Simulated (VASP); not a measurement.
Set up this calculation in VASP 6.6.1, as the native input.

```
Task                   : single point
Functional             : PBE
Potentials or basis    : VASP PAW PBE potentials, release 64 (Gd, Si, O)
Cutoff                 : 520 eV
k mesh                 : 4 × 4 × 4
Occupations            : gaussian, width 0.1 eV
Spin                   : collinear spin, ferromagnetic start
Starting moments       : [7.0, 0.0, 0.0, 0.0] μB
Dipole correction      : no
Further INCAR settings : ALGO = Normal; EDIFF = 1e-07; NBANDS = 28
```

The structure of GdSi2O lies in POSCAR:

```
GdSi2O
1.0
    4.3787693176      0.0000000000      0.0000000000
    0.0000000000      4.3787693176      0.0000000000
    0.0000000000      0.0000000000      4.3767167846
Gd Si O
1 2 1
Direct
    0.5000000000      0.5000000000      0.0000000000
    0.0000000000      0.0000000000      0.7573092285
    0.0000000000      0.0000000000      0.2426907715
    0.5000000000      0.5000000000      0.5000000000
```

These files were run (other wordings do the same):

INCAR

```
SYSTEM = GdSi2O
  ALGO = Normal
  EDIFF = 1E-7
  ENCUT = 520
  GGA = PE
  ISIF = 2
  ISMEAR = 0
  ISPIN = 2
  LASPH = .True.
  LCHARG = .False.
  LMAXMIX = 6
  LORBIT = 11
  LREAL = .False.
  LWAVE = .False.
  MAGMOM = 7 0 0 0
  NBANDS = 28
  NELM = 150
  PREC = Accurate
  SIGMA = 0.1
```

KPOINTS

```
k-points
0
Gamma
  4 4 4
  0 0 0
```

Potentials or basis: VASP PAW PBE potentials, release 64 (Gd, Si, O).

The run is started by

```sh
$ cat potpaw_PBE.64/Gd/POTCAR potpaw_PBE.64/Si/POTCAR potpaw_PBE.64/O/POTCAR > POTCAR
$ mpirun -np 1 vasp_std > vasp.out
```

It gave:

```
Pressure                                              : 0.1 GPa
Largest force                                         : 0.007 eV/Å
Net moment                                            : 7.02 μB per cell
Site moments                                          : Gd +6.74; Si -0.01; O +0.02 μB
Valence electrons inside the program's atomic spheres : Gd 15.20; Si 1.66; O 4.94
```

Caveat: a cell with one magnetic atom can't hold antiferromagnetic order, which such compounds often take.

Run time: 110 s on 1 thread of Intel(R) Xeon(R) 6975P-C (Granite Rapids), with other jobs on the host, peak memory 0.29 GiB.
